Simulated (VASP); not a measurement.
Write the native input for VASP 6.6.1 that does the following.

| Item | Value |
| --- | --- |
| Task | density of states |
| Functional | PBE |
| Potentials or basis | VASP PAW PBE potentials, release 64 (Cd) |
| Cutoff | 520 eV |
| k mesh | 14 × 14 × 14 |
| Occupations | fermi-dirac, width 0.1 eV |
| Spin | no spin polarisation |
| Dipole correction | no |
| k mesh for the DOS | 21 × 21 × 21 |
| Occupations for the DOS | tetrahedron |
| Further INCAR settings | ALGO = Normal; EDIFF = 1e-07; NBANDS = 19 |

Cd:

```xyz
2
Lattice="-2.1473 2.1473 1.1216 2.1473 -2.1473 1.1216 2.1473 2.1473 -1.1216" Properties=species:S:1:pos:R:3 pbc="T T T"
Cd    0.0000   -1.0736   -0.2804
Cd    0.0000    1.0736    0.2804
```

This cell differs from its parent crystal: volume scaled by 0.4.

These files were run (other wordings do the same):

POSCAR

```
Cd
1.0
   -2.1472665741      2.1472665741      1.1216487207
    2.1472665741     -2.1472665741      1.1216487207
    2.1472665741      2.1472665741     -1.1216487207
Cd
2
Direct
   -0.3750000000     -0.1250000000     -0.2500000000
    0.3750000000      0.1250000000      0.2500000000
```

INCAR.step1

```
  PREC = Accurate
  ENCUT = 520
  EDIFF = 1E-7
  ISMEAR = -1
  SIGMA = 0.1
  LREAL = F
  LASPH = T
  NELM = 100
  ALGO = Normal
  ISIF = 2
  LWAVE = F
  LCHARG = T
  GGA = PE
  NBANDS = 19
```

KPOINTS.step1

```
Automatic mesh
0
Gamma
  14 14 14
```

INCAR.step2

```
  PREC = Accurate
  ENCUT = 520
  EDIFF = 1E-7
  ISMEAR = -5
  SIGMA = 0.1
  LREAL = F
  LASPH = T
  NELM = 100
  ALGO = Normal
  ISIF = 2
  LWAVE = F
  LCHARG = F
  GGA = PE
  LORBIT = 11
  NBANDS = 19
  NEDOS = 1001
  ICHARG = 11
```

KPOINTS.step2

```
Automatic mesh
0
Gamma
  21 21 21
```

Potentials or basis: VASP PAW PBE potentials, release 64 (Cd).

Launch:

```console
$ cat potpaw_PBE.64/Cd/POTCAR > POTCAR
$ cp INCAR.step1 INCAR
$ cp KPOINTS.step1 KPOINTS
$ mpirun -np 1 vasp_std > vasp.out
$ cp INCAR.step2 INCAR
$ cp KPOINTS.step2 KPOINTS
$ mpirun -np 1 vasp_std > vasp.out
```

Results of the run:

```yaml
Valence_electrons_inside_the_program's_atomic_spheres: Cd 11.65
```

Run time: 70 s on 1 thread of Intel(R) Xeon(R) 6975P-C (Granite Rapids), on a shared host, peak memory 0.4 GiB.
